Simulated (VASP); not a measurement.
Here is a VASP 6.6.1 calculation.

INCAR

```
  PREC = Accurate
  ENCUT = 520
  EDIFF = 1E-6
  ISMEAR = 0
  SIGMA = 0.02
  LREAL = False
  LASPH = True
  NELM = 60
  ALGO = Normal
  ISIF = 2
  LWAVE = False
  LCHARG = False
  LDIPOL = True
  IDIPOL = 3
  DIPOL = 0.5 0.5 0.500
  GGA = PE
  IVDW = 12
  NBANDS = 20
```

File KPOINTS:

```
Automatic mesh
0
Gamma
  9 9 1
```

POSCAR

```
WSe2
1.0
    3.3290000000      0.0000000000      0.0000000000
   -1.6645000000      2.8829985692      0.0000000000
    0.0000000000      0.0000000000     32.7373831004
Se W
2 1
Direct
    0.3333333333      0.6666666667      0.4503167374
    0.3333333333      0.6666666667      0.5496832626
    0.6666666667      0.3333333333      0.5000000000
```

Potentials or basis: VASP PAW PBE potentials, release 64 (Se, W_sv).

The run is started by

```console
$ cat potpaw_PBE.64/Se/POTCAR potpaw_PBE.64/W_sv/POTCAR > POTCAR
$ mpirun -np 1 vasp_std > vasp.out
```

Q: Predict the band gap on the k mesh.

A: 1.42 eV.

Q: Predict the dispersion energy per atom.

A: -0.332 eV.

Q: Predict the largest force.

A: 0.819 eV/Å.

Forces in eV/Å, atoms in the order of the input:
```
Se   0.000  0.000 -0.819
Se   0.000  0.000  0.819
W    0.000  0.000  0.000
```

Caveat: spin-orbit coupling is left out, which moves the levels of the heavy elements.
